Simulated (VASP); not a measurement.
Set up this calculation in VASP 6.6.1, as the native input.

- Task: relaxation of cell and atoms
- Functional: revPBE
- Dispersion: D3(BJ)
- Potentials or basis: VASP PAW PBE potentials, release 64 (Te, Sn_d)
- Cutoff: 600 eV
- k mesh: 7 × 7 × 7
- Occupations: fermi-dirac, width 0.05 eV
- Spin: no spin polarisation
- Dipole correction: no
- Further INCAR settings: ALGO = Normal; EDIFF = 1e-06; IBRION = 2; EDIFFG = -0.01; NSW = 60; ISIF = 3

The structure of SnTe lies in POSCAR:

```
SnTe
1.0
    3.9047000000      0.0000000000      0.0000000000
    0.0000000000      3.9047000000      0.0000000000
    0.0000000000      0.0000000000      3.9047000000
Te Sn
1 1
Direct
    0.5000000000      0.5000000000      0.5000000000
    0.0000000000      0.0000000000      0.0000000000
```

The input as run:

INCAR

```
SYSTEM = SnTe
PREC = Accurate
ENCUT = 600
EDIFF = 1E-6
ISMEAR = -1
SIGMA = 0.05
LREAL = .False.
LASPH = .True.
NELM = 100
ALGO = Normal
ISIF = 3
LWAVE = .False.
LCHARG = .False.
GGA = RE
IVDW = 12
IBRION = 2
NSW = 60
EDIFFG = -0.01
```

KPOINTS

```
regular mesh
0
Gamma
  7 7 7
  0 0 0
```

Potentials or basis: VASP PAW PBE potentials, release 64 (Te, Sn_d).

Command:

```console
$ cat potpaw_PBE.64/Te/POTCAR potpaw_PBE.64/Sn_d/POTCAR > POTCAR
$ mpirun -np 1 vasp_std > vasp.out
```

Results of the run:

| Item | Value |
| --- | --- |
| Relaxed volume | 26.69 Å³/atom |
| Relaxed cell | a = 3.765 Å, b = 3.765 Å, c = 3.765 Å, α = 90.00°, β = 90.00°, γ = 90.00° |
| Space group after relaxing (to 0.05 Å) | Pm-3m (No. 221) |
| Energy gained by relaxing | 45.8 meV/atom |
| Ionic steps | 3 |
| Pressure after relaxing | 0.0 GPa |
| Band gap on the k mesh | zero (band 10 reaches 8.89 eV, above the bottom of band 11 at 7.33 eV) |
| Dispersion energy per atom | -0.869 eV |

Caveat: the PAW data sets were made with another functional, which shifts forces and pressure a little; spin-orbit coupling is left out, which moves the levels of the heavy elements; pairwise dispersion overbinds metals, which lowers pressure and volume.

Wall time 18 s on 1 thread of AMD EPYC 9R45 96-Core Processor (Zen 5) (shared host), peak memory 0.18 GiB.
